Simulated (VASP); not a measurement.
CeO2, 3 atoms in the cell. Symmetry: Fm-3m, No. 225, cubic system. Conventional cell: a = 5.464 Å, b = 5.464 Å, c = 5.464 Å, α = 90.00°, β = 90.00°, γ = 90.00°. Ce (site symmetry m-3m) has 8 O at 2.37 Å within 3.1 Å. O (site symmetry -43m) has 4 Ce at 2.37 Å and 6 O at 2.73 Å within 3.1 Å. 

| Quantity | Value |
| --- | --- |
| Program | VASP 6.6.1 |
| Task | single point |
| Functional | PBE |
| Potentials or basis | VASP PAW PBE potentials, release 64 (Ce, O) |
| Cutoff | 520 eV |
| k mesh | 10 × 10 × 10 |
| Occupations | gaussian, width 0.02 eV |
| Spin | no spin polarisation |
| Dipole correction | no |
| Further INCAR settings | ALGO = Normal; EDIFF = 1e-06; NBANDS = 19 |

Potentials or basis: VASP PAW PBE potentials, release 64 (Ce, O).

Launch:

```bash
$ cat potpaw_PBE.64/Ce/POTCAR potpaw_PBE.64/O/POTCAR > POTCAR
$ mpirun -np 1 vasp_std > vasp.out
```

Hardware: 1 thread of Intel(R) Xeon(R) Platinum 8488C (Sapphire Rapids), on a shared host.

Task: How long does it take, and how much memory?

Result: It took 58 s on 1 thread of Intel(R) Xeon(R) Platinum 8488C (Sapphire Rapids), on a shared host, peak memory 0.2 GiB. Counts: scf iterations 21, k points 47.
